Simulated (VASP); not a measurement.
Input of a VASP 6.6.1 run:

File INCAR:

```
SYSTEM = AlN
PREC = Accurate ; ENCUT = 520
EDIFF = 1E-8 ; ISMEAR = -1
SIGMA = 0.01 ; LREAL = .FALSE.
LASPH = .TRUE. ; NELM = 80
ALGO = Normal ; ISIF = 2
LWAVE = .FALSE. ; LCHARG = .FALSE.
GGA = CA ; LEFG = .TRUE.
NBANDS = 11
```

KPOINTS

```
Automatic mesh
0
G
  12 12 12
  0 0 0
```

POSCAR

```
AlN
1.0
    0.0197800000      1.9878900000      1.9878900000
    1.9878900000      0.0197800000      1.9878900000
    1.9878900000      1.9878900000      0.0197800000
Al N
1 1
Direct
    0.0000000000      0.0000000000      0.0000000000
    0.5000000000      0.5000000000      0.5000000000
```

Potentials or basis: VASP PAW LDA potentials, release 64 (Al, N).

Launch:

```bash
$ cat potpaw_LDA.64/Al/POTCAR potpaw_LDA.64/N/POTCAR > POTCAR
$ mpirun -np 1 vasp_std > vasp.out
```

(1) What does it give for the pressure?

(2) What does it give for the band gap on the k mesh?

Answers

(1) 13.3 GPa.

(2) 4.84 eV, indirect (least direct gap 6.66 eV).

Caveat: the cell differs from its parent crystal (equal xy, yz and zx shear strains of +1 %); without QUAD_EFG the Cq values of the log hold for a quadrupole moment of 1 mb, not for the nuclei.
